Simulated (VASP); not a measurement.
# Hg (Fm-3m) in VASP: notebook, part 2 of 2

VASP 6.6.1. The steps go on from the part before.

## 3. Single point, PBE

INCAR

```
SYSTEM = Hg
PREC = Accurate
ENCUT = 500
EDIFF = 1E-6
ISMEAR = 0
SIGMA = 0.1
LREAL = .False.
LASPH = .True.
NELM = 120
ALGO = Normal
ISIF = 2
LWAVE = .False.
LCHARG = .False.
GGA = PE
NELECT = 14.0
NBANDS = 12
GGA_COMPAT = .False.
```

KPOINTS

```
Automatic mesh
0
Gamma
  8 8 8
  0 0 0
```

POSCAR

```
Hg
1.0
    0.0000000000      2.3919113801      2.3919113801
    2.3919113801      0.0000000000      2.3919113801
    2.3919113801      2.3919113801      0.0000000000
Hg
1
Direct
    0.0000000000      0.0000000000      0.0000000000
```

Potentials or basis: VASP PAW PBE potentials, release 64 (Hg).

The run is started by

```bash
cat potpaw_PBE.64/Hg/POTCAR > POTCAR
mpirun -np 1 vasp_std > vasp.out
```

OUTCAR:

```text
SYSTEM = Hg
   PREC = Accurate
   ENCUT = 500
   EDIFF = 1E-6
   ISMEAR = 0
   LREAL = .False.
   LASPH = .True.
   NELM = 120
   ISIF = 2
   GGA = PE
   NELECT = 14.0

 ion  position               nearest neighbor table
   1  0.000  0.000  0.000-

  LATTYP: Found a face centered cubic cell.
 ALAT       =     4.7838227602

  Lattice vectors:

 A1 = (   0.0000000000,   2.3919113801,   2.3919113801)
 A2 = (   2.3919113801,   0.0000000000,   2.3919113801)
 A3 = (   2.3919113801,   2.3919113801,   0.0000000000)

Analysis of symmetry for initial positions (statically):
=====================================================================
 Subroutine PRICEL returns:
 Original cell was already a primitive cell.

 Routine SETGRP: Setting up the symmetry group for a
 face centered cubic supercell.

 Subroutine GETGRP returns: Found 48 space group operations
 (whereof 48 operations were pure point group operations)
 out of a pool of 48 trial point group operations.

The static configuration has the point symmetry O_h .

Analysis of symmetry for dynamics (positions and initial velocities):
=====================================================================
 Subroutine PRICEL returns:
 Original cell was already a primitive cell.

 Routine SETGRP: Setting up the symmetry group for a
 face centered cubic supercell.

 Subroutine GETGRP returns: Found 48 space group operations
 (whereof 48 operations were pure point group operations)
 out of a pool of 48 trial point group operations.

The dynamic configuration has the point symmetry O_h .

 Subroutine INISYM returns: Found 48 space group operations
 (whereof 48 operations are pure point group operations),
 and found     1 'primitive' translations

----------------------------------------------------------------------------------------

                                     Primitive cell

  volume of cell :      27.3694

  direct lattice vectors                    reciprocal lattice vectors
     0.000000000  2.391911380  2.391911380    -0.209037845  0.209037845  0.209037845
     2.391911380  0.000000000  2.391911380     0.209037845 -0.209037845  0.209037845
     2.391911380  2.391911380  0.000000000     0.209037845  0.209037845 -0.209037845

  length of vectors
     3.382673514  3.382673514  3.382673514     0.362064168  0.362064168  0.362064168

  position of ions in fractional coordinates (direct lattice)
     0.000000000  0.000000000  0.000000000

  ion indices of the primitive-cell ions
   primitive index   ion index
                 1           1

----------------------------------------------------------------------------------------

 KPOINTS: Automatic mesh

Automatic generation of k-mesh.
 Grid dimensions read from file:
 generate k-points for:    8    8    8

 Generating k-lattice:

  Cartesian coordinates                     Fractional coordinates (reciprocal lattice)
    -0.026129731  0.026129731  0.026129731     0.125000000  0.000000000  0.000000000
     0.026129731 -0.026129731  0.026129731     0.000000000  0.125000000  0.000000000
     0.026129731  0.026129731 -0.026129731     0.000000000  0.000000000  0.125000000

  Length of vectors
     0.045258021  0.045258021  0.045258021

  Shift w.r.t. Gamma in fractional coordinates (k-lattice)
     0.000000000  0.000000000  0.000000000

 Subroutine IBZKPT returns following result:
 ===========================================

 Found     29 irreducible k-points:

 Following reciprocal coordinates:
            Coordinates               Weight
  0.000000  0.000000  0.000000      1.000000
  0.125000  0.000000  0.000000      8.000000
  0.250000  0.000000  0.000000      8.000000
  0.375000  0.000000  0.000000      8.000000
  0.500000  0.000000  0.000000      4.000000
  0.125000  0.125000  0.000000      6.000000
[... 16 lines left out ...]
  0.500000  0.250000  0.125000     48.000000
 -0.375000  0.250000  0.125000     24.000000
 [... further k-points ...]
   k-points           NKPTS =     29   k-points in BZ     NKDIM =     29   number of bands    NBANDS=     12
   number of dos      NEDOS =    301   number of ions     NIONS =      1
   total plane-waves  NPLWV =  21952
   dimension x,y,z NGX =    28 NGY =   28 NGZ =   28
   dimension x,y,z NGXF=    56 NGYF=   56 NGZF=   56
   ions per type =               1
   NGX,Y,Z   is equivalent  to a cutoff of  13.76, 13.76, 13.76 a.u.
   NGXF,Y,Z  is equivalent  to a cutoff of  27.52, 27.52, 27.52 a.u.
 SYSTEM =  Hg
   PREC   = accura    normal or accurate (medium, high low for compatibility)
   ISTART =      0    job   : 0-new  1-cont  2-samecut
   ICHARG =      2    charge: 1-file 2-atom 10-const
   ISPIN  =      1    spin polarized calculation?
   LNONCOLLINEAR =      F non collinear calculations
   LSORBIT =      F    spin-orbit coupling
   LASPH  =      T    aspherical Exc in radial PAW
   ENCUT  =  500.0 eV  36.75 Ry    6.06 a.u.   6.17  6.17  6.17*2*pi/ulx,y,z
   NELM   =    120;   NELMIN=  2; NELMDL= -5     # of ELM steps
   EDIFF  = 0.1E-05   stopping-criterion for ELM
   LREAL  =      F    real-space projection
   EDIFFG = 0.1E-04   stopping-criterion for IOM
   NSW    =      0    number of steps for IOM
   IBRION =     -1    ionic relax: 0-MD 1-quasi-New 2-CG
   NFREE  =      0    steps in history (QN), initial steepest desc. (CG)
   ISIF   =      2    stress and relaxation
   ISYM   =      2    0-nonsym 1-usesym 2-fastsym
   POTIM  = 0.5000    time-step for ionic-motion
   TEBEG  =    0.0;   TEEND  =   0.0 temperature during run
   PSTRESS=    0.0 pullay stress
   NELECT =      14.0000    total number of electrons
   NUPDOWN=      -1.0000    fix difference up-down
   EMIN   =  10.00;   EMAX   =-10.00  energy-range for DOS
   EFERMI =   0.00;   METHOD = LEGACY
   ISMEAR =     0;   SIGMA  =   0.10  broadening in eV -4-tet -1-fermi 0-gaus
   EFERMI_NEDOS =   21; number of points for ismear=-14 and -15
   IALGO  =     38    algorithm
   IMIX   =      4    mixing-type and parameters
     AMIX     =   0.40;   BMIX     =  1.00
     AMIX_MAG =   1.60;   BMIX_MAG =  1.00
  volume/ion in A,a.u.               =      27.37       184.70
  Fermi-wavevector in a.u.,A,eV,Ry     =   1.309270  2.474161 23.322929  1.714187
  Thomas-Fermi vector in A             =   2.439880
   LORBIT       =      0    0 simple, 1 ext, 2 COOP (PROOUT), +10 PAW based schemes
   GGA     = PE    functional components
   LHFCALC =     F    Hartree Fock is set to
   AEXX    =    0.0000 exact exchange contribution
   IVDW    =     0    specifies the selected vdW correction
   LEPSILON=     F    determine dielectric tensor
   LRPA    =     F    only Hartree local field effects (RPA)
 non-spin polarized calculation
 Gauss-broadening in eV      SIGMA  =   0.10
  energy-cutoff  :      500.00
  volume of cell :       27.37
 maximum number of plane-waves:       725
 NGX is ok and might be reduce to    28
   NGX = 13   NGY = 13   NGZ = 13

 number of electron      13.9999999 magnetization

 Free energy of the ion-electron system (eV)
  ---------------------------------------------------
  ext. energy  EPLUGINS =         0.00000000
  ---------------------------------------------------
  free energy    TOTEN  =         7.18951949 eV

  energy without entropy =        7.19230944  energy(sigma->0) =        7.19091446

 E-fermi :   5.5702     XC(G=0): -11.3607

 val. band max:        5.5361521953   @ k =  -0.3750   0.2500   0.0000
 cond. band min:       5.6981026208   @ k =  -0.3750   0.5000   0.1250
 fundamental gap:      0.1619504255
 Fermi energy:         5.5702171866

 k-point     1 :       0.0000    0.0000    0.0000
  band No.  band energies     occupation
      1      -7.3742      2.00000
      2      -5.3575      2.00000
      3      -5.3575      2.00000
      4      -5.3575      2.00000
      5      -4.8525      2.00000
      6      -4.8525      2.00000
      7      13.4551      0.00000
      8      14.0090      0.00000
      9      14.0090      0.00000
     10      14.0090      0.00000
     11      17.2821      0.00000
     12      18.6955      0.00000
[... 331 lines left out ...]
 k-point    24 :      -0.3750    0.2500    0.1250
  band No.  band energies     occupation
      1      -5.7911      2.00000
      2      -5.5336      2.00000
      3      -5.0318      2.00000
      4      -4.9932      2.00000
      5      -4.4559      2.00000
      6      -0.5376      2.00000
      7       0.8380      2.00000
      8       7.2459      0.00000
      9       8.6618      0.00000
     10      13.6686      0.00000
     11      16.9787      0.00000
     12      21.0486      0.00000

 [... further k-points ...]

------------------------ aborting loop because EDIFF is reached ----------------------------------------

  FORCE on cell =-STRESS in cart. coord.  units (eV):
  Direction    XX          YY          ZZ          XY          YZ          ZX
  --------------------------------------------------------------------------------------
  -------------------------------------------------------------------------------------
  Total       16.7599529     16.7599529     16.7599529     -0.0000000      0.0000000     -0.0000000
  in kB      981.1109579    981.1109579    981.1109579     -0.0000000      0.0000000     -0.0000000
  external PRESSURE =     981.1109579 kB  Pullay stress =       0.0000000 kB

 VOLUME and BASIS-vectors are now :
 -----------------------------------------------------------------------------
  energy-cutoff  :      500.00
  volume of cell :       27.37
      direct lattice vectors                 reciprocal lattice vectors
     0.000000000  2.391911380  2.391911380    -0.209037845  0.209037845  0.209037845
     2.391911380  0.000000000  2.391911380     0.209037845 -0.209037845  0.209037845
     2.391911380  2.391911380  0.000000000     0.209037845  0.209037845 -0.209037845

 POSITION                                       TOTAL-FORCE (eV/Angst)
 -----------------------------------------------------------------------------------
      0.00000      0.00000      0.00000         0.000000     -0.000000      0.000000
 -----------------------------------------------------------------------------------
    total drift:                               -0.000000     -0.000000     -0.000000

  FREE ENERGIE OF THE ION-ELECTRON SYSTEM (eV)
  ---------------------------------------------------
  free  energy   TOTEN  =         7.1895194874 eV

  energy  without entropy=        7.1923094351  energy(sigma->0) =        7.19091446
```

OSZICAR:

```text
N       E                     dE             d eps       ncg     rms          rms(c)
DAV:   1     0.902349047371E+02    0.90235E+02   -0.74249E+03   736   0.108E+03
DAV:   2     0.993811104436E+01   -0.80297E+02   -0.76986E+02   752   0.264E+02
DAV:   3     0.860315980872E+01   -0.13350E+01   -0.13340E+01   828   0.361E+01
DAV:   4     0.860178042569E+01   -0.13794E-02   -0.13793E-02   780   0.119E+00
DAV:   5     0.860177819800E+01   -0.22277E-05   -0.22281E-05   856   0.471E-02    0.908E+00
DAV:   6     0.708949111866E+01   -0.15123E+01   -0.94025E-01   744   0.956E+00    0.425E+00
DAV:   7     0.716259239170E+01    0.73101E-01   -0.93542E-02   756   0.457E+00    0.323E+00
DAV:   8     0.718032552863E+01    0.17733E-01   -0.87685E-02   784   0.380E+00    0.836E-01
DAV:   9     0.718945853610E+01    0.91330E-02   -0.30011E-02   800   0.257E+00    0.791E-02
DAV:  10     0.718952091478E+01    0.62379E-04   -0.54575E-04   808   0.259E-01    0.298E-02
DAV:  11     0.718951939398E+01   -0.15208E-05   -0.90323E-06   836   0.350E-02    0.114E-02
DAV:  12     0.718951948741E+01    0.93435E-07   -0.35595E-07   472   0.667E-03
   1 F= 0.71895195E+01 E0= 0.71909145E+01  d E =-.278995E-02
```

stdout:

```text
POSCAR found type information on POSCAR Hg
 POSCAR found :  1 types and       1 ions
 scaLAPACK will be used
 LDA part: xc-table for (Slater+PW92), standard interpolation
 POSCAR, INCAR and KPOINTS ok, starting setup
 FFT: planning ... GRIDC
 FFT: planning ... GRID_SOFT
 FFT: planning ... GRID
 WAVECAR not read
 entering main loop
 the old and the new charge density differ
 old charge density:    12.00000 new   14.00000
    0.908E+00
```

Wall time 11 s (1 thread of Intel Xeon Platinum 8259CL at 2.50GHz (Skylake/Cascade Lake), shared host); peak memory 0.16 GiB.

What came out:

```yaml
Free_energy: 7.1895 eV
```

Levels at points of the mesh, in eV from the Fermi level:
| k point | band 3 | band 4 | band 5 | band 6 | band 7 | band 8 | band 9 | band 10 | band 11 | band 12 |
| --- | --- | --- | --- | --- | --- | --- | --- | --- | --- | --- |
| (0.00, 0.00, 0.00) | -10.93 | -10.93 | -10.42 | -10.42 | 7.88 | 8.44 | 8.44 | 8.44 | 11.71 | 13.13 |
| (0.50, 0.00, 0.00) | -10.94 | -9.99 | -9.99 | -6.50 | -6.25 | 6.40 | 6.40 | 6.98 | 11.10 | 11.22 |
| (0.50, 0.50, 0.00) | -10.02 | -9.88 | -9.88 | -4.92 | -4.72 | 1.52 | 1.52 | 5.03 | 6.85 | 18.63 |

Caveat: the cell carries a net charge on a neutralising background, which shifts energy and pressure; the cell is charged against a uniform background, so pressure and absolute levels hang on convention; spin-orbit coupling is left out, which moves the levels of the heavy elements.

## 4. Single point, PBE, collinear spin, ferromagnetic start

INCAR

```
PREC     = Accurate       # precision mode
ENCUT    = 500            # plane-wave cutoff, eV
EDIFF    = 1E-6           # SCF threshold, eV
ISMEAR   = 0              # smearing method
SIGMA    = 0.29           # smearing width, eV
LREAL    = False          # projectors in reciprocal space
LASPH    = True           # aspherical terms in the spheres
NELM     = 200            # most SCF steps
ALGO     = Normal         # electronic algorithm
ISIF     = 2              # what is computed and relaxed
LWAVE    = False          # write WAVECAR
LCHARG   = True           # write CHGCAR
ISPIN    = 2              # spin polarisation
MAGMOM   = 5              # initial moments
LORBIT   = 11             # projections on sites
GGA      = PE             # functional
LELF     = True           # ELF
LVHAR    = True         
NBANDS   = 16             # bands
GGA_COMPAT= False
```

KPOINTS

```
Automatic mesh
0
Gamma
  4 4 4
```

POSCAR is that of step 3.

The run is started by

```bash
cat potpaw_PBE.64/Hg/POTCAR > POTCAR
mpirun -np 1 vasp_std > vasp.out
```

Wall time 14 s (1 thread of Intel Xeon Platinum 8259CL at 2.50GHz (Skylake/Cascade Lake), shared host); peak memory 0.17 GiB.

It converged, with:

| Quantity | Value |
| --- | --- |
| Free energy | -0.2035 eV |
| Pressure | -0.8 GPa |
| Band gap on the k mesh | zero (filled and empty bands overlap) |
| Net moment | 0.00 μB per cell |
| Valence electrons inside the program's atomic spheres | Hg 10.40 |

Levels at points of the mesh, in eV from the Fermi level:
Spin up:
```csv
k point,band 3,band 4,band 5,band 6,band 7,band 8,band 9,band 10
"(0.00, 0.00, 0.00)",-6.48,-6.48,-6.01,-6.01,13.37,13.55,13.55,13.55
"(0.50, 0.00, 0.00)",-6.47,-5.61,-5.61,-1.77,-0.87,11.39,11.39,12.64
"(0.50, 0.50, 0.00)",-5.64,-5.51,-5.51,0.02,0.36,6.70,6.70,10.51
```
Spin down:
```
           k point  band 4  band 5  band 6  band 7  band 8  band 9
(0.00, 0.00, 0.00)   -6.48   -6.01   -6.01   13.37   13.55   13.55
(0.50, 0.00, 0.00)   -5.61   -5.61   -1.77   -0.87   11.39   11.39
(0.50, 0.50, 0.00)   -5.51   -5.51    0.02    0.36    6.70    6.70
```

Caveat: the k points lie up to 0.57 Å⁻¹ apart; spin-orbit coupling is left out, which moves the levels of the heavy elements.
